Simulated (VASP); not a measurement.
The system is TiAl3.

```xyz
8
Lattice="2.9199 0.0000 0.0000 -1.4599 2.5287 0.0000 0.0000 0.0000 14.0492" Properties=species:S:1:pos:R:3 pbc="T T T"
Ti    0.0000    0.0000    0.0000
Ti    0.0000    0.0000    7.0246
Al    0.0000    1.6858    1.2488
Al    1.4599    0.8429    8.2734
Al    0.0000    1.6858    5.7758
Al    1.4599    0.8429   12.8004
Al    0.0000    1.6858   10.5369
Al    1.4599    0.8429    3.5123
```

```yaml
Program: VASP 6.6.1
Task: relaxation of cell and atoms
Functional: PBE
Potentials_or_basis: VASP PAW PBE potentials, release 64 (Ti_sv, Al)
Cutoff: 600 eV
k_mesh: 6 × 6 × 2
Occupations: gaussian, width 0.1 eV
Spin: no spin polarisation
```

At the start: pressure 72.9 GPa; volume 12.97 Å³/atom.

Problem. Where does the relaxation end?

Solution. Over 14 steps the energy falls by 2207.8 meV/atom and the volume is 16.71 Å³/atom (+28.9 %); space group P6_3/mmc (No. 194, to 0.05 Å).

The path:
| step | energy change (eV) | largest force (eV/Å) | pressure (GPa) | volume (Å³) |
| --- | --- | --- | --- | --- |
| 1 | 0.0000 | 9.6286 | 72.88 | 103.73 |
| 2 | -10.8846 | 0.2062 | -13.61 | 219.80 |
| 3 | -14.5017 | 1.2155 | -5.94 | 164.43 |
| 4 | -14.5351 | 1.3860 | -4.79 | 161.44 |
| 5 | -14.5383 | 1.5347 | -3.72 | 158.99 |
| 6 | -15.8545 | 1.0604 | -4.21 | 152.04 |
| 7 | -17.4410 | 0.4577 | 2.56 | 129.34 |
| 8 | -17.6237 | 0.0646 | -1.84 | 136.77 |
| 9 | -17.6505 | 0.1639 | -1.00 | 134.99 |
| 10 | -17.6501 | 0.1915 | -0.75 | 134.48 |
| 11 | -17.6550 | 0.1103 | 0.83 | 132.21 |
| 12 | -17.6562 | 0.1355 | 0.36 | 132.90 |
| 13 | -17.6611 | 0.0676 | 0.15 | 133.28 |
| 14 | -17.6627 | 0.0002 | -0.04 | 133.66 |

Final structure:
```yaml
crystal:
  lattice:
    - [2.90463, 0.00000, 0.00000]
    - [-1.45231, 2.51548, 0.00000]
    - [0.00000, 0.00000, 18.29333]
  atoms:
    - { symbol: Ti, position: [0.00000, 0.00000, 0.00000] }
    - { symbol: Ti, position: [0.00000, 0.00000, 0.50000] }
    - { symbol: Al, position: [0.33333, 0.66667, 0.12435] }
    - { symbol: Al, position: [0.66667, 0.33333, 0.62435] }
    - { symbol: Al, position: [0.33333, 0.66667, 0.37565] }
    - { symbol: Al, position: [0.66667, 0.33333, 0.87565] }
    - { symbol: Al, position: [0.33333, 0.66667, 0.75000] }
    - { symbol: Al, position: [0.66667, 0.33333, 0.25000] }
```

Caveat: the k points lie up to 0.42 Å⁻¹ apart in the final cell; the volume moved by over 15 % at a fixed basis, so the end points are rough.
